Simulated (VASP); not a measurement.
# Al (a cell with a defect) in VASP: single point with LDA

Aim: the single point of Al (a cell with a defect) with LDA.

Everything below comes from runs of VASP 6.6.1. Logs are shortened: lines on timing, memory, paths and dates and some standing lists are left out, and cuts for length are marked.

**1. The cell of the first run**

The cell holds a defect, 33 atoms: a = 8.100 Å, b = 8.100 Å, c = 8.100 Å, α = 90.00°, β = 90.00°, γ = 90.00°.

**2. Single point, LDA**

Input file INCAR:

```
SYSTEM = Al
ALGO = Normal
EDIFF = 1E-7
ENCUT = 520
ISIF = 2
ISMEAR = 0
LASPH = .TRUE.
LCHARG = .FALSE.
LREAL = Auto
LWAVE = .FALSE.
NBANDS = 72
NELM = 60
PREC = Accurate
SIGMA = 0.1
```

Input file KPOINTS:

```
k-points
0
G
  3 3 3
  0 0 0
```

Input file POSCAR:

```
Al
1.0
    8.1000000000      0.0000000000      0.0000000000
    0.0000000000      8.1000000000      0.0000000000
    0.0000000000      0.0000000000      8.1000000000
Al
33
Direct
    0.5005607407      0.0167306173     -0.0125640741
    0.7559097531      0.2513191358     -0.0011770370
    0.7569732099      0.0064870370      0.2470298765
    0.0063850617      0.0040440741      0.0062746914
    0.2507919753      0.2506948148      0.0030865432
    0.5008496296      0.4893183951     -0.0086795062
    0.7753004938      0.7479425926     -0.0128738272
    0.2554537037      0.0008516049      0.2550364198
    0.5042111111      0.2486191358      0.2437766667
    0.7534850617      0.4975722222      0.2480644444
    0.5060187654      0.0272633333      0.5055402469
    0.7553186420      0.2495407407      0.4991922222
    0.7497811111      0.0023618519      0.7496620988
    0.0065593827      0.4957380247      0.0065014815
    0.2508255556      0.7497044444      0.0027876543
    0.0033108642      0.2506956790      0.2505037037
    0.2532982716      0.4925977778      0.2527769136
    0.5407153086      0.7593340741      0.1633002469
   -0.0122827160      0.0170906173      0.5002580247
    0.2442334568      0.2486743210      0.5037361728
    0.5089488889      0.4604527160      0.5083758025
    0.7503898765      0.7505861728      0.4960649383
    0.2472329630      0.0069028395      0.7567480247
    0.4994149383      0.2495386420      0.7549819753
    0.7495240741      0.4970539506      0.7494995062
    0.0036714815      0.7496790123      0.2510387654
   -0.0083330864      0.4891219753      0.5006216049
    0.1624835802      0.7594956790      0.5420109877
   -0.0010614815      0.2513749383      0.7557961728
    0.2482398765      0.4973600000      0.7531544444
    0.4963106173      0.7506174074      0.7503341975
   -0.0142619753      0.7477586420      0.7759291358
    0.4200837037      0.7376866667      0.4212443210
```

Potentials or basis: VASP PAW LDA potentials, release 64 (Al).

Started as:

```sh
$ cat potpaw_LDA.64/Al/POTCAR > POTCAR
$ mpirun -np 1 vasp_std > vasp.out
```

OUTCAR:

```text
SYSTEM = Al
   EDIFF = 1E-7
   ENCUT = 520
   ISIF = 2
   ISMEAR = 0
   LASPH = .TRUE.
   LREAL = Auto
   NELM = 60
   PREC = Accurate

 ion  position               nearest neighbor table
   1  0.501  0.017  0.987-  18 2.55  24 2.66   5 2.77  23 2.78  13 2.79   9 2.80   2 2.81  31 2.89
                             8 2.94   3 2.96  15 2.96   7 3.11
   2  0.756  0.251  0.999-  29 2.78   1 2.81   3 2.82   6 2.83  25 2.84  14 2.84  10 2.84   9 2.84
                             4 2.85  13 2.85  16 2.86  24 2.87
   3  0.757  0.006  0.247-  18 2.75  19 2.78   4 2.81  16 2.81   2 2.82   9 2.84  12 2.84  26 2.88
                            22 2.89  11 2.92   1 2.96   7 2.97
   4  0.006  0.004  0.006-  32 2.80   7 2.80   3 2.81  23 2.81  16 2.81   5 2.81   8 2.85   2 2.85
                            29 2.85  15 2.86  26 2.86  13 2.94
   5  0.251  0.251  0.003-   1 2.77   6 2.80  14 2.80  23 2.81   4 2.81  17 2.82   9 2.83  16 2.83
                            30 2.84  24 2.85  29 2.86   8 2.87
   6  0.501  0.489  0.991-  18 2.61  24 2.73   5 2.80  25 2.81  30 2.81   9 2.83   2 2.83  31 2.88
                            17 2.92  10 2.92  15 2.93   7 3.05
   7  0.775  0.748  0.987-  18 2.38  32 2.41  14 2.78   4 2.80  25 2.81  13 2.83  26 2.83  10 2.93
                            31 2.96   3 2.97   6 3.05   1 3.11
   8  0.255  0.001  0.255-  20 2.85   9 2.85   4 2.85  33 2.85   5 2.87  16 2.88  11 2.88  26 2.88
                            15 2.88   1 2.94  19 2.94  18 3.12  28 3.13
   9  0.504  0.249  0.244-  21 2.75  11 2.78   1 2.80   6 2.83   5 2.83   3 2.84  17 2.84   2 2.84
[... 11 lines left out ...]
  15  0.251  0.750  0.003-  18 2.69  32 2.83  26 2.84  31 2.85  14 2.85   4 2.86  30 2.88  23 2.88
                             8 2.88  17 2.90   6 2.93   1 2.96
  16  0.003  0.251  0.251-  19 2.77  27 2.80  14 2.80   3 2.81   4 2.81  17 2.82  20 2.83   5 2.83
                            12 2.84  10 2.85   2 2.86   8 2.88
  17  0.253  0.493  0.253-  33 2.76   5 2.82  16 2.82  14 2.82  20 2.84   9 2.84  26 2.90  15 2.90
                             6 2.92  27 2.92  21 2.94  18 3.26  28 3.27
  18  0.541  0.759  0.163-  33 2.31   7 2.38   1 2.55   6 2.61  15 2.69   3 2.75  10 2.82   8 3.12
                            22 3.19  17 3.26
  19  0.988  0.017  0.500-  28 2.54  12 2.66  16 2.77   3 2.78  13 2.79  20 2.80  29 2.81  22 2.89
                             8 2.94  23 2.96  26 2.96  32 3.12
  20  0.244  0.249  0.504-  21 2.75  11 2.78  19 2.80  27 2.82  16 2.83  23 2.83  17 2.84   8 2.85
                            29 2.85  30 2.85  24 2.90   9 2.98
  21  0.509  0.460  0.508-  33 2.46  12 2.63  24 2.63   9 2.75  20 2.75  25 2.77  10 2.91  30 2.91
                            17 2.94  22 3.06  31 3.06
  22  0.750  0.751  0.496-  33 2.75  26 2.85  10 2.87  27 2.88  19 2.89   3 2.89  13 2.89  25 2.90
                            31 2.91  32 2.96  11 2.99  21 3.06  18 3.19  28 3.36
  23  0.247  0.007  0.757-  28 2.74   1 2.78   5 2.81   4 2.81  29 2.82  24 2.83  20 2.83  15 2.88
                            31 2.90  11 2.93  19 2.96  32 2.99
  24  0.499  0.250  0.755-  21 2.63   1 2.66  11 2.71   6 2.73  23 2.83   5 2.85  13 2.85  25 2.85
                            30 2.86   2 2.87  20 2.90  12 2.93
  25  0.750  0.497  0.749-  21 2.77  32 2.80   7 2.81   6 2.81  27 2.81   2 2.84  29 2.84  24 2.85
                            12 2.85  31 2.90  22 2.90  14 2.94
  26  0.004  0.750  0.251-  28 2.69   7 2.83  15 2.84  22 2.85  14 2.86   4 2.86  10 2.88   8 2.88
                             3 2.88  17 2.90  27 2.92  19 2.96
  27  0.992  0.489  0.501-  28 2.61  12 2.73  16 2.80  10 2.81  25 2.81  20 2.82  29 2.83  22 2.88
                            30 2.92  17 2.92  26 2.92  32 3.06
  28  0.162  0.759  0.542-  33 2.31  32 2.38  19 2.54  27 2.61  26 2.69  23 2.74  30 2.81   8 3.13
                            31 3.19  17 3.27  22 3.36
  29  0.999  0.251  0.756-   2 2.78  19 2.81  23 2.82  27 2.83  25 2.84  14 2.84  30 2.84  20 2.85
                             4 2.85  13 2.85   5 2.86  12 2.87
  30  0.248  0.497  0.753-   6 2.81  28 2.81  14 2.84  29 2.84   5 2.84  20 2.85  24 2.86  31 2.87
                            15 2.88  21 2.91  27 2.92  32 2.94
  31  0.496  0.751  0.750-  33 2.74  15 2.85  30 2.87   6 2.88   1 2.89  13 2.89  23 2.90  25 2.90
                            22 2.91   7 2.96  11 2.99  21 3.06  28 3.19
  32  0.986  0.748  0.776-  28 2.38   7 2.41  14 2.77   4 2.80  25 2.80  13 2.82  15 2.83  30 2.94
                            22 2.96  23 2.99  27 3.06  19 3.12
  33  0.420  0.738  0.421-  28 2.31  18 2.31  21 2.46  11 2.54  31 2.74  22 2.75  17 2.76   8 2.85

  LATTYP: Found a simple cubic cell.
 ALAT       =     8.1000000000

  Lattice vectors:

 A1 = (   8.1000000000,   0.0000000000,   0.0000000000)
 A2 = (   0.0000000000,   8.1000000000,   0.0000000000)
 A3 = (   0.0000000000,   0.0000000000,   8.1000000000)

Analysis of symmetry for initial positions (statically):
=====================================================================
 Subroutine PRICEL returns:
 Original cell was already a primitive cell.

 Routine SETGRP: Setting up the symmetry group for a
 simple cubic supercell.

 Subroutine GETGRP returns: Found  1 space group operations
 (whereof  1 operations were pure point group operations)
 out of a pool of 48 trial point group operations.

The static configuration has the point symmetry C_1 .

Analysis of symmetry for dynamics (positions and initial velocities):
=====================================================================
 Subroutine PRICEL returns:
 Original cell was already a primitive cell.

 Routine SETGRP: Setting up the symmetry group for a
 simple cubic supercell.

 Subroutine GETGRP returns: Found  1 space group operations
 (whereof  1 operations were pure point group operations)
 out of a pool of 48 trial point group operations.

The dynamic configuration has the point symmetry C_1 .

[... 108 lines left out ...]
     0.000000000  0.000000000  0.000000000

 Subroutine IBZKPT returns following result:
 ===========================================

 Found     14 irreducible k-points:

 Following reciprocal coordinates:
            Coordinates               Weight
  0.000000  0.000000  0.000000      1.000000
  0.333333  0.000000  0.000000      2.000000
  0.000000  0.333333  0.000000      2.000000
  0.000000  0.000000  0.333333      2.000000
  0.333333  0.333333  0.000000      2.000000
  0.000000  0.333333  0.333333      2.000000
  0.333333  0.000000  0.333333      2.000000
 -0.333333  0.333333  0.000000      2.000000
 -0.333333  0.000000  0.333333      2.000000
  0.000000 -0.333333  0.333333      2.000000
  0.333333  0.333333  0.333333      2.000000
 -0.333333  0.333333  0.333333      2.000000
 -0.333333 -0.333333  0.333333      2.000000
  0.333333 -0.333333  0.333333      2.000000
   k-points           NKPTS =     14   k-points in BZ     NKDIM =     14   number of bands    NBANDS=     72
   number of dos      NEDOS =    301   number of ions     NIONS =     33
   total plane-waves  NPLWV = 216000
   dimension x,y,z NGX =    60 NGY =   60 NGZ =   60
   dimension x,y,z NGXF=   120 NGYF=  120 NGZF=  120
   ions per type =              33
   NGX,Y,Z   is equivalent  to a cutoff of  12.31, 12.31, 12.31 a.u.
   NGXF,Y,Z  is equivalent  to a cutoff of  24.63, 24.63, 24.63 a.u.
 SYSTEM =  Al
   PREC   = accura    normal or accurate (medium, high low for compatibility)
   ISTART =      0    job   : 0-new  1-cont  2-samecut
   ICHARG =      2    charge: 1-file 2-atom 10-const
   ISPIN  =      1    spin polarized calculation?
   LNONCOLLINEAR =      F non collinear calculations
   LSORBIT =      F    spin-orbit coupling
   LASPH  =      T    aspherical Exc in radial PAW
   ENCUT  =  520.0 eV  38.22 Ry    6.18 a.u.  15.06 15.06 15.06*2*pi/ulx,y,z
   NELM   =     60;   NELMIN=  2; NELMDL= -5     # of ELM steps
   EDIFF  = 0.1E-06   stopping-criterion for ELM
   LREAL  =      T    real-space projection
   EDIFFG = 0.1E-05   stopping-criterion for IOM
   NSW    =      0    number of steps for IOM
   IBRION =     -1    ionic relax: 0-MD 1-quasi-New 2-CG
   NFREE  =      0    steps in history (QN), initial steepest desc. (CG)
   ISIF   =      2    stress and relaxation
   ISYM   =      2    0-nonsym 1-usesym 2-fastsym
   POTIM  = 0.5000    time-step for ionic-motion
   TEBEG  =    0.0;   TEEND  =   0.0 temperature during run
   PSTRESS=    0.0 pullay stress
   NELECT =      99.0000    total number of electrons
   NUPDOWN=      -1.0000    fix difference up-down
   EMIN   =  10.00;   EMAX   =-10.00  energy-range for DOS
   EFERMI =   0.00;   METHOD = LEGACY
   ISMEAR =     0;   SIGMA  =   0.10  broadening in eV -4-tet -1-fermi 0-gaus
   EFERMI_NEDOS =   21; number of points for ismear=-14 and -15
   IALGO  =     38    algorithm
   IMIX   =      4    mixing-type and parameters
     AMIX     =   0.40;   BMIX     =  1.00
     AMIX_MAG =   1.60;   BMIX_MAG =  1.00
  volume/ion in A,a.u.               =      16.10       108.68
  Fermi-wavevector in a.u.,A,eV,Ry     =   0.934978  1.766853 11.894002  0.874184
  Thomas-Fermi vector in A             =   2.061839
   LORBIT       =      0    0 simple, 1 ext, 2 COOP (PROOUT), +10 PAW based schemes
   GGA     = CA    functional components
   LHFCALC =     F    Hartree Fock is set to
   AEXX    =    0.0000 exact exchange contribution
   IVDW    =     0    specifies the selected vdW correction
   LEPSILON=     F    determine dielectric tensor
   LRPA    =     F    only Hartree local field effects (RPA)
 non-spin polarized calculation
 Gauss-broadening in eV      SIGMA  =   0.10
  energy-cutoff  :      520.00
  volume of cell :      531.44
 maximum number of plane-waves:     14358
   NGX = 31   NGY = 31   NGZ = 31

 number of electron      98.9999999 magnetization

 Free energy of the ion-electron system (eV)
  ---------------------------------------------------
  ext. energy  EPLUGINS =         0.00000000
  ---------------------------------------------------
  free energy    TOTEN  =      -136.01387191 eV

  energy without entropy =     -135.96956176  energy(sigma->0) =     -135.99171684

 E-fermi :   8.0399     XC(G=0): -10.4212

 val. band max:        8.0227021636   @ k =   0.3333   0.3333   0.0000
 cond. band min:       8.0432806075   @ k =   0.0000   0.0000   0.0000
 fundamental gap:      0.0205784439
 Fermi energy:         8.0398740075

 k-point     1 :       0.0000    0.0000    0.0000
  band No.  band energies     occupation
      1      -3.2493      2.00000
      2      -1.1835      2.00000
      3      -1.1178      2.00000
      4      -1.0869      2.00000
      5      -0.9417      2.00000
      6      -0.9139      2.00000
[... 885 lines left out ...]
     60       9.6126      0.00000
     61       9.6701      0.00000
 [bands above 61 left out]

------------------------ aborting loop because EDIFF is reached ----------------------------------------

  FORCE on cell =-STRESS in cart. coord.  units (eV):
  Direction    XX          YY          ZZ          XY          YZ          ZX
  --------------------------------------------------------------------------------------
  -------------------------------------------------------------------------------------
  Total        6.9279993      1.9500611      6.9316382     -0.6845914     -0.6633051     -7.5876819
  in kB       20.8863889      5.8790039     20.8973594     -2.0638919     -1.9997184    -22.8751864
  external PRESSURE =      15.8875841 kB  Pullay stress =       0.0000000 kB

 VOLUME and BASIS-vectors are now :
 -----------------------------------------------------------------------------
  energy-cutoff  :      520.00
  volume of cell :      531.44
      direct lattice vectors                 reciprocal lattice vectors
     8.100000000  0.000000000  0.000000000     0.123456790  0.000000000  0.000000000
     0.000000000  8.100000000  0.000000000     0.000000000  0.123456790  0.000000000
     0.000000000  0.000000000  8.100000000     0.000000000  0.000000000  0.123456790

 POSITION                                       TOTAL-FORCE (eV/Angst)
 -----------------------------------------------------------------------------------
      4.05454      0.13552      7.99823        -0.020968      0.044379     -0.034727
      6.12287      2.03568      8.09047         0.010511      0.000148      0.012038
      6.13148      0.05254      2.00094        -0.056738     -0.063682     -0.034374
      0.05172      0.03276      0.05083         0.007672      0.008987      0.007235
      2.03141      2.03063      0.02500        -0.009219      0.007942      0.027290
      4.05688      3.96348      8.02970        -0.021279     -0.037691     -0.032649
[... 25 lines left out ...]
      7.98448      6.05685      6.28503         0.079423      0.004358      0.015482
      3.40268      5.97526      3.41208         0.469219      0.043232      0.452014
 -----------------------------------------------------------------------------------
    total drift:                               -0.010060      0.003724     -0.015363

  FREE ENERGIE OF THE ION-ELECTRON SYSTEM (eV)
  ---------------------------------------------------
  free  energy   TOTEN  =      -136.0138719130 eV

  energy  without entropy=     -135.9695617615  energy(sigma->0) =     -135.99171684
```

It took 12 min on 1 thread of Oxide Virtual Turin-like, shared host; peak memory 0.52 GiB.

What came out:

```
Free energy            : -136.0139 eV
Pressure               : 1.6 GPa
Largest force          : 0.653 eV/Å
Band gap on the k mesh : zero (an odd number of electrons rules out a gap without spin polarisation)
```

Forces in eV/Å, atoms in the order of the input:
```
Al  -0.021  0.044 -0.035
Al   0.011  0.000  0.012
Al  -0.057 -0.064 -0.034
Al   0.008  0.009  0.007
Al  -0.009  0.008  0.027
Al  -0.021 -0.038 -0.033
Al   0.023  0.004  0.073
Al   0.047 -0.127  0.048
Al  -0.019 -0.004 -0.030
Al  -0.048  0.043 -0.014
Al   0.039  0.144  0.039
Al   0.034 -0.004 -0.018
Al   0.029 -0.014  0.029
Al   0.013 -0.008  0.013
Al  -0.087 -0.004 -0.075
Al   0.027  0.008 -0.009
Al   0.073  0.176  0.074
Al  -0.324 -0.028 -0.171
Al  -0.034  0.043 -0.021
Al  -0.030 -0.004 -0.017
Al   0.020 -0.166  0.020
Al   0.079  0.008  0.025
Al  -0.036 -0.067 -0.056
Al  -0.019 -0.005  0.033
Al   0.022  0.011  0.022
Al  -0.074 -0.005 -0.084
Al  -0.032 -0.037 -0.022
Al  -0.182 -0.028 -0.322
Al   0.012  0.000  0.011
Al  -0.015  0.045 -0.049
Al   0.026  0.010  0.087
Al   0.079  0.004  0.015
Al   0.469  0.043  0.452
```

The gap in the log of VASP goes by the Fermi energy; the results here count the filled bands.